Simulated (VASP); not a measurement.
Wanted: the native input for a VASP 6.6.1 run.

- Task: single point
- Functional: r2SCAN
- Potentials or basis: VASP PAW PBE potentials, release 64 (As, B, Bi_d)
- Cutoff: 550 eV
- k mesh: 4 × 4 × 4
- Occupations: gaussian, width 0.01 eV
- Spin: no spin polarisation
- Dipole correction: no
- Further INCAR settings: ALGO = Normal; EDIFF = 1e-06; NBANDS = 21

Crystal: BiB2As.

```
CELL_PARAMETERS angstrom
3.61435 0.00000 0.00000
0.00000 3.61435 0.00000
0.00000 0.00000 5.17338
ATOMIC_POSITIONS crystal
As 0.00000 0.00000 0.00000
B 0.00000 0.50000 0.78076
B 0.50000 0.00000 0.21924
Bi 0.50000 0.50000 0.50000
```

These files were run (other wordings do the same):

POSCAR

```
BiB2As
1.0
    3.6143511492      0.0000000000      0.0000000000
    0.0000000000      3.6143511492      0.0000000000
    0.0000000000      0.0000000000      5.1733838360
As B Bi
1 2 1
Direct
    0.0000000000      0.0000000000      0.0000000000
    0.0000000000      0.5000000000      0.7807602850
    0.5000000000      0.0000000000      0.2192397150
    0.5000000000      0.5000000000      0.5000000000
```

INCAR.step1

```
  PREC = Accurate
  ENCUT = 550
  ISMEAR = 0
  SIGMA = 0.01
  LREAL = F
  LASPH = T
  NELM = 120
  NBANDS = 21
  GGA = PE
  ALGO = Normal
  EDIFF = 1E-5
  LWAVE = T
  LCHARG = F
  GGA_COMPAT = F
```

INCAR.step2

```
  PREC = Accurate
  ENCUT = 550
  EDIFF = 1E-6
  ISMEAR = 0
  SIGMA = 0.01
  LREAL = F
  LASPH = T
  NELM = 120
  ALGO = Normal
  ISIF = 2
  LWAVE = F
  LCHARG = F
  METAGGA = R2SCAN
  LMIXTAU = T
  NBANDS = 21
  ISTART = 1
  GGA_COMPAT = F
```

KPOINTS

```
Automatic mesh
0
Gamma
  4 4 4
```

Potentials or basis: VASP PAW PBE potentials, release 64 (As, B, Bi_d).

Launch:

```sh
$ cat potpaw_PBE.64/As/POTCAR potpaw_PBE.64/B/POTCAR potpaw_PBE.64/Bi_d/POTCAR > POTCAR
$ cp INCAR.step1 INCAR
$ mpirun -np 1 vasp_std > vasp.out
$ cp INCAR.step2 INCAR
$ mpirun -np 1 vasp_std > vasp.out
```

Results of the run:

```json
{"Pressure": "-0.1 GPa", "Largest force": "0.020 eV/Å", "Band gap on the k mesh": "0.49 eV (least direct gap 0.87 eV)"}
```

Caveat: the k points lie up to 0.43 Å⁻¹ apart; the PAW data sets were made with another functional, which shifts forces and pressure a little; spin-orbit coupling is left out, which moves the levels of the heavy elements.

Run time: 110 s on 1 thread of Intel Xeon 8259CL (shared host), peak memory 0.2 GiB.
